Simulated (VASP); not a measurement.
# Zn (Im-3m) in VASP: a series of runs

The runs below take Zn through single point, with LDA.

All numbers are computed with VASP 6.6.1; they aren't measurements. Logs are shortened: lines on timing, memory, paths and dates and some standing lists are left out, and cuts for length are marked.

## Step 1: The cell of the first run

It takes space group Im-3m (No. 229, cubic). Conventional cell: a = 3.012 Å, b = 3.012 Å, c = 3.012 Å, α = 90.00°, β = 90.00°, γ = 90.00°. Zn (site symmetry m-3m) has 14 Zn at 2.61 to 3.01 Å within 3.4 Å.

This isn't the form of Zn at room conditions, which is hcp.

## Step 2: Single point, LDA

Contents of INCAR:

```
PREC = Accurate
ENCUT = 520
EDIFF = 1E-6
ISMEAR = 0
SIGMA = 0.15
LREAL = False
LASPH = True
NELM = 80
ALGO = Fast
ISIF = 2
LWAVE = False
LCHARG = True
LELF = True
LVHAR = True
NBANDS = 12
```

Contents of KPOINTS:

```
regular mesh
0
Gamma
  28 28 28
```

Contents of POSCAR:

```
Zn
1.0
   -1.5057834831      1.5057834831      1.5057834831
    1.5057834831     -1.5057834831      1.5057834831
    1.5057834831      1.5057834831     -1.5057834831
Zn
1
Direct
    0.0000000000      0.0000000000      0.0000000000
```

Potentials or basis: VASP PAW LDA potentials, release 64 (Zn).

The run is started by

```sh
cat potpaw_LDA.64/Zn/POTCAR > POTCAR
mpirun -np 1 vasp_std > vasp.out
```

OUTCAR:

```text
PREC = Accurate
   ENCUT = 520
   EDIFF = 1E-6
   ISMEAR = 0
   LREAL = False
   LASPH = True
   NELM = 80
   ISIF = 2

 ion  position               nearest neighbor table
   1  0.000  0.000  0.000-

  LATTYP: Found a body centered cubic cell.
 ALAT       =     3.0115669662

  Lattice vectors:

 A1 = (  -1.5057834831,   1.5057834831,   1.5057834831)
 A2 = (   1.5057834831,  -1.5057834831,   1.5057834831)
 A3 = (   1.5057834831,   1.5057834831,  -1.5057834831)

Analysis of symmetry for initial positions (statically):
=====================================================================
 Subroutine PRICEL returns:
 Original cell was already a primitive cell.

 Routine SETGRP: Setting up the symmetry group for a
 body centered cubic supercell.

 Subroutine GETGRP returns: Found 48 space group operations
 (whereof 48 operations were pure point group operations)
 out of a pool of 48 trial point group operations.

The static configuration has the point symmetry O_h .

Analysis of symmetry for dynamics (positions and initial velocities):
=====================================================================
 Subroutine PRICEL returns:
 Original cell was already a primitive cell.

 Routine SETGRP: Setting up the symmetry group for a
 body centered cubic supercell.

 Subroutine GETGRP returns: Found 48 space group operations
 (whereof 48 operations were pure point group operations)
 out of a pool of 48 trial point group operations.

The dynamic configuration has the point symmetry O_h .

 Subroutine INISYM returns: Found 48 space group operations
 (whereof 48 operations are pure point group operations),
 and found     1 'primitive' translations

----------------------------------------------------------------------------------------

                                     Primitive cell

  volume of cell :      13.6568

  direct lattice vectors                    reciprocal lattice vectors
    -1.505783483  1.505783483  1.505783483     0.000000000  0.332053051  0.332053051
     1.505783483 -1.505783483  1.505783483     0.332053051  0.000000000  0.332053051
     1.505783483  1.505783483 -1.505783483     0.332053051  0.332053051  0.000000000

  length of vectors
     2.608093498  2.608093498  2.608093498     0.469593928  0.469593928  0.469593928

  position of ions in fractional coordinates (direct lattice)
     0.000000000  0.000000000  0.000000000

  ion indices of the primitive-cell ions
   primitive index   ion index
                 1           1

----------------------------------------------------------------------------------------

 KPOINTS: regular mesh

Automatic generation of k-mesh.
 Grid dimensions read from file:
 generate k-points for:   28   28   28

 Generating k-lattice:

  Cartesian coordinates                     Fractional coordinates (reciprocal lattice)
     0.000000000  0.011859038  0.011859038     0.035714286  0.000000000  0.000000000
     0.011859038  0.000000000  0.011859038     0.000000000  0.035714286  0.000000000
     0.011859038  0.011859038  0.000000000     0.000000000  0.000000000  0.035714286

  Length of vectors
     0.016771212  0.016771212  0.016771212

  Shift w.r.t. Gamma in fractional coordinates (k-lattice)
     0.000000000  0.000000000  0.000000000

 Subroutine IBZKPT returns following result:
 ===========================================

 Found    624 irreducible k-points:

 Following reciprocal coordinates:
            Coordinates               Weight
  0.000000  0.000000  0.000000      1.000000
  0.035714  0.000000  0.000000     12.000000
  0.071429  0.000000  0.000000     12.000000
  0.107143  0.000000  0.000000     12.000000
  0.142857  0.000000  0.000000     12.000000
  0.178571  0.000000  0.000000     12.000000
[... 16 lines left out ...]
  0.285714  0.035714  0.000000     48.000000
  0.321429  0.035714  0.000000     48.000000
 [... further k-points ...]
   k-points           NKPTS =    624   k-points in BZ     NKDIM =    624   number of bands    NBANDS=     12
   number of dos      NEDOS =    301   number of ions     NIONS =      1
   total plane-waves  NPLWV =   8000
   dimension x,y,z NGX =    20 NGY =   20 NGZ =   20
   dimension x,y,z NGXF=    40 NGYF=   40 NGZF=   40
   ions per type =               1
   NGX,Y,Z   is equivalent  to a cutoff of  12.75, 12.75, 12.75 a.u.
   NGXF,Y,Z  is equivalent  to a cutoff of  25.50, 25.50, 25.50 a.u.
 SYSTEM =  unknown system
   PREC   = accura    normal or accurate (medium, high low for compatibility)
   ISTART =      0    job   : 0-new  1-cont  2-samecut
   ICHARG =      2    charge: 1-file 2-atom 10-const
   ISPIN  =      1    spin polarized calculation?
   LNONCOLLINEAR =      F non collinear calculations
   LSORBIT =      F    spin-orbit coupling
   LASPH  =      T    aspherical Exc in radial PAW
   ENCUT  =  520.0 eV  38.22 Ry    6.18 a.u.   4.85  4.85  4.85*2*pi/ulx,y,z
   NELM   =     80;   NELMIN=  2; NELMDL= -5     # of ELM steps
   EDIFF  = 0.1E-05   stopping-criterion for ELM
   LREAL  =      F    real-space projection
   EDIFFG = 0.1E-04   stopping-criterion for IOM
   NSW    =      0    number of steps for IOM
   IBRION =     -1    ionic relax: 0-MD 1-quasi-New 2-CG
   NFREE  =      0    steps in history (QN), initial steepest desc. (CG)
   ISIF   =      2    stress and relaxation
   ISYM   =      2    0-nonsym 1-usesym 2-fastsym
   POTIM  = 0.5000    time-step for ionic-motion
   TEBEG  =    0.0;   TEEND  =   0.0 temperature during run
   PSTRESS=    0.0 pullay stress
   NELECT =      12.0000    total number of electrons
   NUPDOWN=      -1.0000    fix difference up-down
   EMIN   =  10.00;   EMAX   =-10.00  energy-range for DOS
   EFERMI =   0.00;   METHOD = LEGACY
   ISMEAR =     0;   SIGMA  =   0.15  broadening in eV -4-tet -1-fermi 0-gaus
   EFERMI_NEDOS =   21; number of points for ismear=-14 and -15
   IALGO  =     68    algorithm
   IMIX   =      4    mixing-type and parameters
     AMIX     =   0.40;   BMIX     =  1.00
     AMIX_MAG =   1.60;   BMIX_MAG =  1.00
  volume/ion in A,a.u.               =      13.66        92.16
  Fermi-wavevector in a.u.,A,eV,Ry     =   1.568024  2.963136 33.452637  2.458699
  Thomas-Fermi vector in A             =   2.670117
   LORBIT       =      0    0 simple, 1 ext, 2 COOP (PROOUT), +10 PAW based schemes
   GGA     = CA    functional components
   LHFCALC =     F    Hartree Fock is set to
   AEXX    =    0.0000 exact exchange contribution
   IVDW    =     0    specifies the selected vdW correction
   LEPSILON=     F    determine dielectric tensor
   LRPA    =     F    only Hartree local field effects (RPA)
 non-spin polarized calculation
 RMM-DIIS sequential band-by-band and
 Gauss-broadening in eV      SIGMA  =   0.15
  energy-cutoff  :      520.00
  volume of cell :       13.66
 maximum number of plane-waves:       382
   NGX =  9   NGY =  9   NGZ =  9

 number of electron      11.9999987 magnetization

 Free energy of the ion-electron system (eV)
  ---------------------------------------------------
  ext. energy  EPLUGINS =         0.00000000
  ---------------------------------------------------
  free energy    TOTEN  =        -1.77665514 eV

  energy without entropy =       -1.77294905  energy(sigma->0) =       -1.77480210

 E-fermi :   3.9109     XC(G=0): -12.4846

 val. band max:        3.9012630854   @ k =   0.2500   0.2143   0.2143
 cond. band min:       3.9150946467   @ k =   0.3571   0.1429   0.1071
 fundamental gap:      0.0138315613
 Fermi energy:         3.9109165628

 k-point     1 :       0.0000    0.0000    0.0000
  band No.  band energies     occupation
      1      -7.5749      2.00000
      2      -4.4070      2.00000
      3      -4.4070      2.00000
      4      -4.4070      2.00000
      5      -3.7808      2.00000
      6      -3.7808      2.00000
      7      24.6646      0.00000
      8      24.6646      0.00000
      9      24.6646      0.00000
     10      25.7395      0.00000
     11      25.7395      0.00000
     12      25.7395      0.00000

 k-point     2 :       0.0357    0.0000    0.0000
  band No.  band energies     occupation
      1      -7.5309      2.00000
      2      -4.4119      2.00000
      3      -4.4061      2.00000
      4      -4.3952      2.00000
      5      -3.7855      2.00000
      6      -3.7805      2.00000
      7      23.8634      0.00000
      8      24.2362      0.00000
      9      24.4134      0.00000
     10      25.2118      0.00000
     11      25.3799      0.00000
     12      25.6159      0.00000

 k-point     3 :       0.0714    0.0000    0.0000
  band No.  band energies     occupation
      1      -7.3996      2.00000
      2      -4.4262      2.00000
      3      -4.4033      2.00000
      4      -4.3602      2.00000
      5      -3.7988      2.00000
      6      -3.7795      2.00000
      7      22.0463      0.00000
      8      23.3475      0.00000
      9      23.7074      0.00000
     10      24.6967      0.00000
     11      24.7987      0.00000
     12      25.6226      0.00000

 k-point     4 :       0.1071    0.0000    0.0000
  band No.  band energies     occupation
      1      -7.1836      2.00000
      2      -4.4491      2.00000
      3      -4.3981      2.00000
      4      -4.3033      2.00000
      5      -3.8179      2.00000
      6      -3.7779      2.00000
      7      20.0763      0.00000
      8      22.3581      0.00000
      9      22.8326      0.00000
     10      23.9867      0.00000
     11      24.3984      0.00000
     12      25.8260      0.00000

 k-point     5 :       0.1429    0.0000    0.0000
  band No.  band energies     occupation
      1      -6.8881      2.00000
      2      -4.4796      2.00000
      3      -4.3883      2.00000
      4      -4.2268      2.00000
      5      -3.8384      2.00000
      6      -3.7756      2.00000
      7      18.1141      0.00000
      8      21.3784      0.00000
      9      21.9522      0.00000
     10      23.3203      0.00000
     11      23.9996      0.00000
     12      26.1601      0.00000
[... 228 lines left out ...]
      1      -5.8861      2.00000
      2      -4.5751      2.00000
      3      -4.2791      2.00000
      4      -3.9388      2.00000
      5      -3.8747      2.00000
      6      -3.7583      2.00000
      7      13.4541      0.00000
      8      18.6621      0.00000
      9      19.6259      0.00000
     10      22.4356      0.00000
     11      23.5699      0.00000
     12      27.1883      0.00000

 k-point    22 :       0.2500    0.0357    0.0000
  band No.  band energies     occupation
      1      -5.5338      2.00000
      2      -4.6176      2.00000
      3      -4.0917      2.00000
      4      -3.8744      2.00000
      5      -3.8003      2.00000
      6      -3.7315      2.00000
      7      11.6916      0.00000
      8      17.9612      0.00000
      9      18.9815      0.00000
     10      21.9871      0.00000
     11      23.2719      0.00000
     12      27.8399      0.00000

 k-point    23 :       0.2857    0.0357    0.0000
  band No.  band energies     occupation
      1      -5.3181      2.00000
      2      -4.6589      2.00000
      3      -3.8681      2.00000
      4      -3.8488      2.00000
      5      -3.7494      2.00000
      6      -3.4545      2.00000
      7      10.0013      0.00000
      8      17.3383      0.00000
      9      18.4230      0.00000
     10      21.6031      0.00000
     11      23.0241      0.00000
     12      28.5738      0.00000

 k-point    24 :       0.3214    0.0357    0.0000
  band No.  band energies     occupation
      1      -5.2293      2.00000
      2      -4.6968      2.00000
      3      -3.8558      2.00000
      4      -3.7651      2.00000
      5      -3.6657      2.00000
      6      -2.8502      2.00000
      7       8.3884      0.00000
      8      16.8024      0.00000
      9      17.9533      0.00000
     10      21.2846      0.00000
     11      22.8247      0.00000
     12      29.3817      0.00000

 [... further k-points ...]

------------------------ aborting loop because EDIFF is reached ----------------------------------------

  FORCE on cell =-STRESS in cart. coord.  units (eV):
  Direction    XX          YY          ZZ          XY          YZ          ZX
  --------------------------------------------------------------------------------------
  -------------------------------------------------------------------------------------
  Total        0.0704396      0.0704396      0.0704396     -0.0000000     -0.0000000     -0.0000000
  in kB        8.2638061      8.2638061      8.2638061     -0.0000000     -0.0000000     -0.0000000
  external PRESSURE =       8.2638061 kB  Pullay stress =       0.0000000 kB

 VOLUME and BASIS-vectors are now :
 -----------------------------------------------------------------------------
  energy-cutoff  :      520.00
  volume of cell :       13.66
      direct lattice vectors                 reciprocal lattice vectors
    -1.505783483  1.505783483  1.505783483     0.000000000  0.332053051  0.332053051
     1.505783483 -1.505783483  1.505783483     0.332053051  0.000000000  0.332053051
     1.505783483  1.505783483 -1.505783483     0.332053051  0.332053051  0.000000000

 POSITION                                       TOTAL-FORCE (eV/Angst)
 -----------------------------------------------------------------------------------
      0.00000      0.00000      0.00000         0.000000      0.000000     -0.000000
 -----------------------------------------------------------------------------------
    total drift:                                0.000000     -0.000000      0.000000

  FREE ENERGIE OF THE ION-ELECTRON SYSTEM (eV)
  ---------------------------------------------------
  free  energy   TOTEN  =        -1.7766551435 eV

  energy  without entropy=       -1.7729490540  energy(sigma->0) =       -1.77480210
```

Run time: 2.1 min. Hardware: 1 thread of Intel Xeon 8259CL, shared host; peak memory 0.2 GiB.

Results:

```yaml
Free_energy: -1.7767 eV
Pressure: 0.8 GPa
Band_gap_on_the_k_mesh: zero (bands 6 and 7 overlap by 5.15 eV)
```

Levels at points of the mesh, in eV from the Fermi level:
```
           k point  band 4  band 5  band 6  band 7  band 8  band 9
(0.00, 0.00, 0.00)   -8.32   -7.69   -7.69   20.75   20.75   20.75
(0.50, 0.00, 0.00)   -7.65   -7.28   -3.26   -0.91   12.08   13.41
(0.50, 0.50, 0.50)   -7.38   -7.38    4.24    4.24    4.24    8.70
```

## Step 3: Single point, LDA

Contents of INCAR:

```
PREC = Accurate ; ENCUT = 520
EDIFF = 1E-6 ; ISMEAR = 0
SIGMA = 0.15 ; LREAL = F
LASPH = T ; NELM = 80
ALGO = Normal ; ISIF = 2
LWAVE = F ; LCHARG = F
NBANDS = 12
```

Contents of KPOINTS:

```
regular mesh
0
Gamma
  30 30 30
```

POSCAR is that of step 2.

Potentials or basis: VASP PAW LDA potentials, release 64 (Zn).

The run is started by

```sh
cat potpaw_LDA.64/Zn/POTCAR > POTCAR
mpirun -np 1 vasp_std > vasp.out
```

Run time: 2.1 min. Hardware: 1 thread of Intel Xeon 8259CL, shared host; peak memory 0.22 GiB.

Results (log left out):

* Free energy: -1.7772 eV
* Pressure: 0.8 GPa
* Band gap on the k mesh: zero (bands 6 and 7 overlap by 5.15 eV)

Levels at points of the mesh, in eV from the Fermi level:
```
           k point  band 3  band 4  band 5  band 6  band 7  band 8  band 9  band 10
(0.00, 0.00, 0.00)   -8.30   -8.30   -7.67   -7.67   20.77   20.77   20.77    21.85
(0.50, 0.00, 0.00)   -7.71   -7.63   -7.26   -3.24   -0.90   12.10   13.43    16.32
(0.50, 0.50, 0.50)   -7.36   -7.36   -7.36    4.26    4.26    4.26    8.72     9.08
```
